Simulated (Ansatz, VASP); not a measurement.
Zr3SeS2 in VASP and in Ansatz

```
Zr Se S
1.0
     8.29075    0.00000    0.00000
    -4.14538    7.18000    0.00000
     0.00000    0.00000    3.09547
Zr Se S
3 1 2
Cartesian
  4.1454 0.0000 1.5477
  -2.0727 3.5900 1.5477
  2.0727 3.5900 1.5477
  0.0000 0.0000 1.5477
  0.0000 4.7867 1.5477
  4.1454 2.3933 1.5477
```

Alike in both runs: functional PBE; k mesh 6 × 6 × 12; occupations gaussian, width 0.1 eV; no spin polarisation.

Ansatz relaxed the structure, and its values are those at the end. VASP's run is a single point on that final structure, the one shown.

```csv
,VASP,Ansatz
version,VASP 6.6.1,Ansatz 0.2.0
potentials or method,"VASP PAW PBE potentials, release 64 (Zr_sv, Se, S), cutoff 520 eV","scalar-relativistic, plane waves, PAW"
valence electrons in the cell,54,64
```

|  | VASP | Ansatz | Ansatz less VASP |
| --- | --- | --- | --- |
| gap on the k mesh at the Fermi level (eV) | none | none | - |
| pressure (GPa) | 0.0 | 0.0 | +0.02 |

A gap of «none» marks a metal or a gap that the smearing closes. VASP's potentials hold 54 valence electrons a cell and Ansatz's 64, so a difference there can come from the potentials and not from the codes.
